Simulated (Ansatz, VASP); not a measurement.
## ZnO: VASP beside Ansatz

```xyz
4
Lattice="3.2494 0.0000 0.0000 -1.6247 2.8141 0.0000 0.0000 0.0000 5.2038" Properties=species:S:1:pos:R:3 pbc="T T T"
Zn    0.0000    1.8760    0.0025
Zn    1.6247    0.9380    2.6044
O     0.0000    1.8760    1.9859
O     1.6247    0.9380    4.5878
```

Alike in both runs: functional PBE; k mesh 8 × 8 × 5; no spin polarisation.

Ansatz relaxed the structure, and its values are those at the end. VASP's run is a single point on that final structure, the one shown.

|  | VASP | Ansatz |
| --- | --- | --- |
| version | VASP 6.6.1 | Ansatz 0.2.0 |
| potentials or method | VASP PAW PBE potentials, release 64 (Zn, O_h) | scalar-relativistic, plane waves, PAW |
| plane-wave cutoff (eV) | 910 | 420 |
| occupations | gaussian, width 0.01 eV | fixed |
| valence electrons in the cell | 36 | 36 |

```csv
,VASP,Ansatz,Ansatz less VASP
gap on the k mesh at the Fermi level (eV),0.79,0.80,+0.013
least direct gap on the mesh (eV),0.79,0.80,+0.013
```

Noted on VASP's run: the cutoff is short for stress, so the pressure is rough.
